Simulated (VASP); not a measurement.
# NaGa12O18 (a cell with a defect) in VASP: notebook, part 2 of 3

VASP 6.6.1. Earlier steps stand in the parts before.

### 4 Single point, PBE

INCAR

```
SYSTEM = NaGa12O18
PREC = Accurate
ENCUT = 520
EDIFF = 1E-6
ISMEAR = -1
SIGMA = 0.01
LREAL = Auto
LASPH = .True.
NELM = 120
ALGO = Normal
ISIF = 2
LWAVE = .False.
LCHARG = .False.
GGA = PE
NELECT = 270.0
NBANDS = 156
GGA_COMPAT = .False.
ISYM = -1
```

KPOINTS

```
explicit points
1
Reciprocal
  0.25000000   0.25000000   0.25000000 1
```

POSCAR

```
NaGa12O18
1.0
    0.0000000000      9.2496621800      0.0000000000
   -1.3977182400      0.0000000000      5.7085775500
    6.2279771500     -1.5416103600      0.0067278600
Ga O Na
12 18 1
Direct
    0.1209817390      0.6725283612      0.6802602282
    0.2259137059      0.3072924650      0.3149787220
    0.3054233211      0.2027089487      0.8148573562
    0.0290649677      0.7980397156      0.1295204923
    0.4437097838      0.6879651471      0.6726664748
    0.5517121526      0.3101023345      0.3132905986
    0.6332699207      0.2031027158      0.8136905850
    0.3650646789      0.7904727145      0.1852309512
    0.7745331320      0.6739675081      0.6898499426
    0.8833802448      0.3487384900      0.3068264546
    0.9773518611      0.2207295194      0.8535286093
    0.6781747878      0.7927868904      0.1562986944
    0.1791769813      0.7191032077     -0.0016985178
    0.1749482186      0.2604737002      0.9970009029
    0.2720841037      0.4286724363      0.6403453621
    0.0471485525      0.5922201322      0.3432664940
    0.0498332655      0.1145169638      0.2920737192
    0.2753786266      0.8908714267      0.6607410630
    0.4890369685      0.7349541724     -0.0072665886
    0.4985811365      0.2575852720      0.9896904701
    0.6081829592      0.4324398109      0.6468332999
    0.3936104767      0.5582178593      0.3461814698
    0.3913598425      0.1026951038      0.3301251386
    0.6120131600      0.8887857875      0.6726368780
    0.8265771011      0.7315336021      0.0088738057
    0.8253509971      0.2673834245      0.9911005678
    0.9436166223      0.4195991251      0.6484757817
    0.7274842111      0.5841454087      0.3525094328
    0.7183479237      0.1104480876      0.3117672496
    0.9586471713      0.8866746545      0.7519438856
    0.9151270083      0.9426684668      0.4453055693
```

The run is started by

```sh
> cat potpaw_PBE.64/Ga_d/POTCAR potpaw_PBE.64/O/POTCAR potpaw_PBE.64/Na_pv/POTCAR > POTCAR
> mpirun -np 1 vasp_std > vasp.out
```

It took 1.9 min on 1 thread of AMD EPYC 9R14 (Zen 4), shared host; peak memory 0.35 GiB.

It converged, with:

| Property | Result |
| --- | --- |
| Free energy | -185.0699 eV |
| Largest force | 0.059 eV/Å |

Forces on the atoms (eV/Å):
```
Ga   0.008 -0.002  0.002
Ga  -0.012 -0.013  0.015
Ga  -0.006 -0.001 -0.002
Ga  -0.017  0.011 -0.006
Ga   0.012  0.000 -0.003
Ga  -0.015  0.005  0.005
Ga  -0.004  0.000 -0.006
Ga   0.004 -0.002  0.003
Ga   0.001  0.005 -0.001
Ga   0.000  0.000 -0.022
Ga   0.012 -0.006  0.010
Ga  -0.010 -0.014 -0.004
O    0.004  0.008 -0.011
O   -0.001 -0.001  0.004
O    0.016  0.004 -0.004
O   -0.009  0.019 -0.001
O    0.004  0.004  0.011
O   -0.026 -0.006  0.016
O   -0.011 -0.002 -0.008
O    0.013  0.002  0.009
O    0.009 -0.003 -0.003
O   -0.012  0.004 -0.001
O    0.021  0.000 -0.012
O   -0.020  0.007  0.012
O    0.010 -0.001 -0.004
O   -0.001 -0.002  0.003
O   -0.005  0.000  0.001
O   -0.003 -0.009  0.004
O    0.014 -0.001  0.009
O    0.058 -0.005 -0.011
Na  -0.032  0.000 -0.004
```

Levels at points of the mesh, in eV from the Fermi level:
```tsv
k point	band 131	band 132	band 133	band 134	band 135	band 136	band 137	band 138	band 139	band 140
(0.25, 0.25, 0.25)	-0.84	-0.75	-0.58	-0.45	-0.34	3.78	4.47	5.11	5.39	5.53
```

Caveat: the cell carries a net charge on a neutralising background, which shifts energy and pressure; the cell is charged against a uniform background, so pressure and absolute levels hang on convention.

### 5 Single point, PBE

INCAR

```
  PREC = Accurate
  ENCUT = 520
  EDIFF = 1E-6
  ISMEAR = -1
  SIGMA = 0.01
  LREAL = Auto
  LASPH = T
  NELM = 120
  ALGO = Normal
  ISIF = 2
  LWAVE = F
  LCHARG = F
  GGA = PE
  NELECT = 270.0
  NBANDS = 156
  GGA_COMPAT = F
  ISYM = -1
```

KPOINTS is that of step 4.

POSCAR

```
NaGa12O18
1.0
    0.0000000000      9.2496621800      0.0000000000
   -1.3977182400      0.0000000000      5.7085775500
    6.2279771500     -1.5416103600      0.0067278600
Ga O Na
12 18 1
Direct
    0.1189832783      0.6570746272      0.6800876255
    0.2309064793      0.3049940413      0.3109254719
    0.3071415945      0.1965995057      0.8137023616
    0.0249809687      0.7930243853      0.1191757179
    0.4430190362      0.6862140145      0.6755613810
    0.5546855141      0.3073377705      0.3153310554
    0.6313757770      0.2046305295      0.8116627120
    0.3668978264      0.7868796199      0.1839614966
    0.7694896153      0.6816954679      0.6885630898
    0.8828058474      0.3517779608      0.3086018824
    0.9777012218      0.2156776055      0.8675363434
    0.6846456643      0.7964253765      0.1706300858
    0.1804901933      0.7190920822     -0.0019198658
    0.1775460505      0.2637470790      0.9939781335
    0.2735139771      0.4219583513      0.6376513254
    0.0432935755      0.5962959836      0.3429225447
    0.0493427710      0.1175325399      0.2650740899
    0.2721509257      0.8849830855      0.6606002080
    0.4951604418      0.7372670389     -0.0020907932
    0.4993499297      0.2544975977      0.9916566464
    0.6066046002      0.4344382275      0.6472618858
    0.3937776822      0.5562319253      0.3463089950
    0.3941139824      0.0994254824      0.3296625470
    0.6072706401      0.8913090722      0.6675287734
    0.8228723283      0.7270932660      0.0060502020
    0.8210944428      0.2678385430      0.9927237477
    0.9513498354      0.4072150565      0.6498753632
    0.7260036428      0.5788228976      0.3565177373
    0.7259972685      0.1099181485      0.3260658400
    0.9552291970      0.8801767678      0.7539787012
    0.9508713023      0.9745610466      0.4683046647
```

Potentials or basis: VASP PAW PBE potentials, release 64 (Ga_d, O, Na_pv).

The run is started by

```sh
> cat potpaw_PBE.64/Ga_d/POTCAR potpaw_PBE.64/O/POTCAR potpaw_PBE.64/Na_pv/POTCAR > POTCAR
> mpirun -np 1 vasp_std > vasp.out
```

OUTCAR:

```text
PREC = Accurate
   ENCUT = 520
   EDIFF = 1E-6
   ISMEAR = -1
   LREAL = Auto
   LASPH = T
   NELM = 120
   ISIF = 2
   GGA = PE
   NELECT = 270.0
   ISYM = -1

 ion  position               nearest neighbor table
   1  0.119  0.657  0.680-  13 1.93  18 1.99  15 2.01  16 2.05  30 2.07  27 2.08  31 2.81
   2  0.231  0.305  0.311-  14 1.93  23 1.93  17 1.93  15 1.99  22 2.05
   3  0.307  0.197  0.814-  14 1.84  20 1.85  18 1.86  15 1.91
   4  0.025  0.793  0.119-  13 1.80  25 1.84  17 1.91  16 2.02  31 2.50
   5  0.443  0.686  0.676-  24 1.96  19 1.96  18 1.96  22 2.01  21 2.13  15 2.14
   6  0.555  0.307  0.315-  23 1.96  29 1.96  20 1.97  21 2.03  22 2.10  28 2.18
   7  0.631  0.205  0.812-  26 1.84  24 1.85  20 1.85  21 1.88
   8  0.367  0.787  0.184-  13 1.83  23 1.85  19 1.85  22 1.87
   9  0.769  0.682  0.689-  25 1.93  24 1.94  30 1.98  28 2.02  21 2.02  27 2.35
  10  0.883  0.352  0.309-  26 1.91  28 2.00  16 2.00  29 2.07  27 2.08  17 2.09  31 2.66
  11  0.978  0.216  0.868-  26 1.81  14 1.82  30 1.93  27 1.96  31 2.58
  12  0.685  0.796  0.171-  19 1.82  25 1.83  29 1.87  28 1.92  31 2.76
  13  0.180  0.719  0.998-   4 1.80   8 1.83   1 1.93
  14  0.178  0.264  0.994-  11 1.82   3 1.84   2 1.93
  15  0.274  0.422  0.638-   3 1.91   2 1.99   1 2.01   5 2.14
  16  0.043  0.596  0.343-  10 2.00   4 2.02   1 2.05
  17  0.049  0.118  0.265-   4 1.91   2 1.93  31 2.08  10 2.09
  18  0.272  0.885  0.661-   3 1.86   5 1.96   1 1.99
  19  0.495  0.737  0.998-  12 1.82   8 1.85   5 1.96
  20  0.499  0.254  0.992-   3 1.85   7 1.85   6 1.97
  21  0.607  0.434  0.647-   7 1.88   9 2.02   6 2.03   5 2.13
  22  0.394  0.556  0.346-   8 1.87   5 2.01   2 2.05   6 2.10
  23  0.394  0.099  0.330-   8 1.85   2 1.93   6 1.96
  24  0.607  0.891  0.668-   7 1.85   9 1.94   5 1.96
  25  0.823  0.727  0.006-  12 1.83   4 1.84   9 1.93
  26  0.821  0.268  0.993-  11 1.81   7 1.84  10 1.91
  27  0.951  0.407  0.650-  11 1.96  10 2.08   1 2.08   9 2.35
  28  0.726  0.579  0.357-  12 1.92  10 2.00   9 2.02   6 2.18
  29  0.726  0.110  0.326-  12 1.87   6 1.96  10 2.07  31 2.28
  30  0.955  0.880  0.754-  11 1.93   9 1.98  31 2.02   1 2.07
  31  0.951  0.975  0.468-  30 2.02  17 2.08  29 2.28   4 2.50  11 2.58  10 2.66  12 2.76   1 2.81

IMPORTANT INFORMATION: All symmetrisations will be switched off!
NOSYMM: (Re-)initialisation of all symmetry stuff for point group C_1.

----------------------------------------------------------------------------------------

                                     Primitive cell

  volume of cell :     328.9392

  direct lattice vectors                    reciprocal lattice vectors
     0.000000000  9.249662180  0.000000000     0.026753887  0.108112056  0.006550563
    -1.397718240  0.000000000  5.708577550    -0.000189185  0.000000000  0.175128666
     6.227977150 -1.541610360  0.006727860     0.160523321  0.000000000  0.039303377

  length of vectors
     9.249662180  5.877199497  6.415941641     0.111565663  0.175128768  0.165264914

  position of ions in fractional coordinates (direct lattice)
     0.118983278  0.657074627  0.680087626
     0.230906479  0.304994041  0.310925472
     0.307141595  0.196599506  0.813702362
     0.024980969  0.793024385  0.119175718
     0.443019036  0.686214015  0.675561381
     0.554685514  0.307337770  0.315331055
[... 23 lines left out ...]
     0.955229197  0.880176768  0.753978701
     0.950871302  0.974561047  0.468304665

  ion indices of the primitive-cell ions
   primitive index   ion index
                 1           1
                 2           2
                 3           3
                 4           4
                 5           5
                 6           6
[... 23 lines left out ...]
                30          30
                31          31

----------------------------------------------------------------------------------------

 KPOINTS: explicit points

Read explicit list of k-points.

 Found      1 k-points:

 Following reciprocal coordinates:
            Coordinates               Weight
  0.250000  0.250000  0.250000      1.000000
   k-points           NKPTS =      1   k-points in BZ     NKDIM =      1   number of bands    NBANDS=    156
   number of dos      NEDOS =    301   number of ions     NIONS =     31
   total plane-waves  NPLWV = 161280
   dimension x,y,z NGX =    70 NGY =   48 NGZ =   48
   dimension x,y,z NGXF=   140 NGYF=   96 NGZF=   96
   ions per type =              12  18   1
   NGX,Y,Z   is equivalent  to a cutoff of  12.58, 13.58, 12.44 a.u.
   NGXF,Y,Z  is equivalent  to a cutoff of  25.16, 27.16, 24.87 a.u.
 SYSTEM =  unknown system
   PREC   = accura    normal or accurate (medium, high low for compatibility)
   ISTART =      0    job   : 0-new  1-cont  2-samecut
   ICHARG =      2    charge: 1-file 2-atom 10-const
   ISPIN  =      1    spin polarized calculation?
   LNONCOLLINEAR =      F non collinear calculations
   LSORBIT =      F    spin-orbit coupling
   LASPH  =      T    aspherical Exc in radial PAW
   ENCUT  =  520.0 eV  38.22 Ry    6.18 a.u.  17.20 10.93 11.93*2*pi/ulx,y,z
   NELM   =    120;   NELMIN=  2; NELMDL= -5     # of ELM steps
   EDIFF  = 0.1E-05   stopping-criterion for ELM
   LREAL  =      T    real-space projection
   EDIFFG = 0.1E-04   stopping-criterion for IOM
   NSW    =      0    number of steps for IOM
   IBRION =     -1    ionic relax: 0-MD 1-quasi-New 2-CG
   NFREE  =      0    steps in history (QN), initial steepest desc. (CG)
   ISIF   =      2    stress and relaxation
   ISYM   =     -1    0-nonsym 1-usesym 2-fastsym
   POTIM  = 0.5000    time-step for ionic-motion
   TEBEG  =    0.0;   TEEND  =   0.0 temperature during run
   PSTRESS=    0.0 pullay stress
   NELECT =     270.0000    total number of electrons
   NUPDOWN=      -1.0000    fix difference up-down
   EMIN   =  10.00;   EMAX   =-10.00  energy-range for DOS
   EFERMI =   0.00;   METHOD = LEGACY
   ISMEAR =    -1;   SIGMA  =   0.01  broadening in eV -4-tet -1-fermi 0-gaus
   EFERMI_NEDOS =   21; number of points for ismear=-14 and -15
   IALGO  =     38    algorithm
   IMIX   =      4    mixing-type and parameters
     AMIX     =   0.40;   BMIX     =  1.00
     AMIX_MAG =   1.60;   BMIX_MAG =  1.00
  volume/ion in A,a.u.               =      10.61        71.61
  Fermi-wavevector in a.u.,A,eV,Ry     =   1.532819  2.896608 31.967351  2.349534
  Thomas-Fermi vector in A             =   2.639972
   LORBIT       =      0    0 simple, 1 ext, 2 COOP (PROOUT), +10 PAW based schemes
   GGA     = PE    functional components
   LHFCALC =     F    Hartree Fock is set to
   AEXX    =    0.0000 exact exchange contribution
   IVDW    =     0    specifies the selected vdW correction
   LEPSILON=     F    determine dielectric tensor
   LRPA    =     F    only Hartree local field effects (RPA)
 non-spin polarized calculation
  energy-cutoff  :      520.00
  volume of cell :      328.94
 maximum number of plane-waves:      8866
 NGX is ok and might be reduce to    70
   NGX = 35   NGY = 21   NGZ = 23

 number of electron     270.0000003 magnetization

 Free energy of the ion-electron system (eV)
  ---------------------------------------------------
  ext. energy  EPLUGINS =         0.00000000
  ---------------------------------------------------
  free energy    TOTEN  =      -184.97230820 eV

  energy without entropy =     -184.97230820  energy(sigma->0) =     -184.97230820

 E-fermi :   3.9829     XC(G=0): -11.4962

 val. band max:        3.6771538749   @ k =   0.2500   0.2500   0.2500
 cond. band min:       7.7788994686   @ k =   0.2500   0.2500   0.2500
 fundamental gap:      4.1017455937
 Fermi energy:         3.9829312373

 k-point     1 :       0.2500    0.2500    0.2500
  band No.  band energies     occupation
      1     -17.8807      2.00000
      2     -17.7130      2.00000
      3     -17.6807      2.00000
      4     -14.7053      2.00000
      5     -14.5507      2.00000
      6     -14.3506      2.00000
[... 139 lines left out ...]
    146      10.7134      0.00000
    147      11.2731      0.00000
 [bands above 147 left out]

------------------------ aborting loop because EDIFF is reached ----------------------------------------

  FORCE on cell =-STRESS in cart. coord.  units (eV):
  Direction    XX          YY          ZZ          XY          YZ          ZX
  --------------------------------------------------------------------------------------
  -------------------------------------------------------------------------------------
  Total        7.2845030      5.9149796     -4.4270388     -2.0978872     -0.6845498      1.9029545
  in kB       35.4809195     28.8103274    -21.5629544    -10.2182628     -3.3342641      9.2687963
  external PRESSURE =      14.2427642 kB  Pullay stress =       0.0000000 kB

 VOLUME and BASIS-vectors are now :
 -----------------------------------------------------------------------------
  energy-cutoff  :      520.00
  volume of cell :      328.94
      direct lattice vectors                 reciprocal lattice vectors
     0.000000000  9.249662180  0.000000000     0.026753887  0.108112056  0.006550563
    -1.397718240  0.000000000  5.708577550    -0.000189185  0.000000000  0.175128666
     6.227977150 -1.541610360  0.006727860     0.160523321  0.000000000  0.039303377

 POSITION                                       TOTAL-FORCE (eV/Angst)
 -----------------------------------------------------------------------------------
      3.31717      0.05213      3.75554        -0.006016      0.026180      0.051819
      1.51014      1.65648      1.74317        -0.003415     -0.023848     -0.006788
      4.79293      1.58654      1.12778        -0.009274     -0.028448      0.003035
     -0.36620      0.04734      4.52784         0.006571      0.048622      0.004985
      3.24825      3.05632      3.92185         0.006824      0.003896      0.006629
      1.53430      4.64454      1.75658        -0.022481     -0.000400      0.004310
[... 23 lines left out ...]
      3.46552      7.67321      5.02963         0.068541      0.026485      0.005293
      1.55443      8.07330      5.56651        -0.113087     -0.276454     -0.073457
 -----------------------------------------------------------------------------------
    total drift:                                0.012307      0.008680     -0.000130

  FREE ENERGIE OF THE ION-ELECTRON SYSTEM (eV)
  ---------------------------------------------------
  free  energy   TOTEN  =      -184.9723082028 eV

  energy  without entropy=     -184.9723082028  energy(sigma->0) =     -184.97230820
```

It took 1.9 min on 1 thread of AMD EPYC 9R14 (Zen 4), shared host; peak memory 0.36 GiB.

Results:

```
Free energy   : -184.9723 eV
Largest force : 0.308 eV/Å
```

Forces in eV/Å, atoms in the order of the input:
```
Ga  -0.006  0.026  0.052
Ga  -0.003 -0.024 -0.007
Ga  -0.009 -0.028  0.003
Ga   0.007  0.049  0.005
Ga   0.007  0.004  0.007
Ga  -0.022  0.000  0.004
Ga  -0.006 -0.001 -0.009
Ga   0.006 -0.010 -0.003
Ga   0.026  0.047 -0.031
Ga  -0.009  0.031 -0.013
Ga  -0.030  0.038  0.034
Ga  -0.027 -0.011 -0.023
O    0.008  0.016 -0.004
O    0.015 -0.003 -0.004
O    0.001  0.011  0.004
O    0.002  0.026  0.017
O    0.066  0.018  0.028
O   -0.020  0.012  0.007
O   -0.015 -0.010 -0.018
O    0.012  0.014  0.003
O    0.009  0.014 -0.017
O   -0.001  0.003 -0.001
O    0.030  0.006 -0.019
O   -0.007  0.021  0.007
O    0.022  0.003 -0.003
O    0.005  0.019  0.000
O   -0.009 -0.038  0.030
O   -0.008  0.000  0.016
O    0.001  0.019  0.004
O    0.069  0.026  0.005
Na  -0.113 -0.276 -0.073
```

Caveat: the cell carries a net charge on a neutralising background, which shifts energy and pressure; the cell is charged against a uniform background, so pressure and absolute levels hang on convention.

[end of part 2 of 3]
